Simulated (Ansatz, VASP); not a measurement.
**CrO2: VASP beside Ansatz**

```
Cr O
1.0
     4.42100    0.04421    0.00000
     0.04421    4.42100    0.00000
     0.00000    0.00000    2.91700
Cr O
2 4
Direct
  0.50000 0.50000 0.50000
  0.00000 0.00000 0.00000
  0.80100 0.19900 0.50000
  0.69900 0.69900 0.00000
  0.19900 0.80100 0.50000
  0.30100 0.30100 0.00000
```

Alike in both runs: functional PBEsol; k mesh 5 × 5 × 8; occupations fermi-dirac, width 0.05 eV; collinear spin.

|  | VASP | Ansatz |
| --- | --- | --- |
| version | VASP 6.6.1 | Ansatz 0.2.0 |
| potentials or method | VASP PAW PBE potentials, release 64 (Cr_pv, O) | Ansatz PAW |
| plane-wave cutoff (eV) | 520 | 420 |
| valence electrons in the cell | 48 | 52 |
| task | single point | band structure |

|  | VASP | Ansatz | Ansatz less VASP |
| --- | --- | --- | --- |
| gap on the k mesh at the Fermi level (eV) | none | none | - |
| pressure (GPa) | -5.7 | -6.2 | -0.47 |
| traceless stress, the component that is largest in VASP (GPa) | -4.51 | -4.49 | +0.016 |
| rms of the force components (eV/Å) | 0.158 | 0.165 | +0.0066 |
| net moment per atom (μB) | 0.67 | 0.67 | 0.000 |
| size of the moment on the site where the two differ most (μB) | 2.06 | 1.68 | -0.377 |

VASP's potentials were made for PBE, not for PBEsol. Site moments also hang on the region over which each program counts them. Atom by atom the forces differ by 0.007 eV/Å (rms over components). A gap of «none» marks a metal or a gap that the smearing closes. The functional is the same, so the differences come from potentials, cutoffs and numerics. VASP's potentials hold 48 valence electrons a cell and Ansatz's 52, so a difference there can come from the potentials and not from the codes.
